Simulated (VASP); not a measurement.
A run of VASP 6.6.1:

The input INCAR:

```
PREC     = Accurate       # precision mode
ENCUT    = 600            # plane-wave cutoff, eV
EDIFF    = 1E-6           # SCF threshold, eV
ISMEAR   = 0              # smearing method
SIGMA    = 0.01           # smearing width, eV
LREAL    = F              # projectors in reciprocal space
LASPH    = T              # aspherical terms in the spheres
NELM     = 120            # most SCF steps
ALGO     = Normal         # electronic algorithm
ISIF     = 2              # what is computed and relaxed
LWAVE    = F              # write WAVECAR
LCHARG   = F              # write CHGCAR
GGA      = PE             # functional
NBANDS   = 15             # bands
GGA_COMPAT= F
```

Contents of KPOINTS:

```
Automatic mesh
0
Gamma
  8 8 8
```

Contents of POSCAR:

```
KF
1.0
    0.0000000000      2.7970303735      2.7970303735
    2.7970303735      0.0000000000      2.7970303735
    2.7970303735      2.7970303735      0.0000000000
K F
1 1
Direct
    0.0000000000      0.0000000000      0.0000000000
    0.5000000000      0.5000000000      0.5000000000
```

Potentials or basis: VASP PAW PBE potentials, release 64 (K_sv, F).

Run with:

```bash
$ cat potpaw_PBE.64/K_sv/POTCAR potpaw_PBE.64/F/POTCAR > POTCAR
$ mpirun -np 1 vasp_std > vasp.out
```

Hardware: 1 thread of AMD EPYC 7R13 Processor (Zen 3), on a shared host.

Task: Estimate the wall time of this run.

Result: Run time: 18 s on 1 thread of AMD EPYC 7R13 Processor (Zen 3), with other jobs on the host, peak memory 0.15 GiB. Counts: scf iterations 13, k points 29.
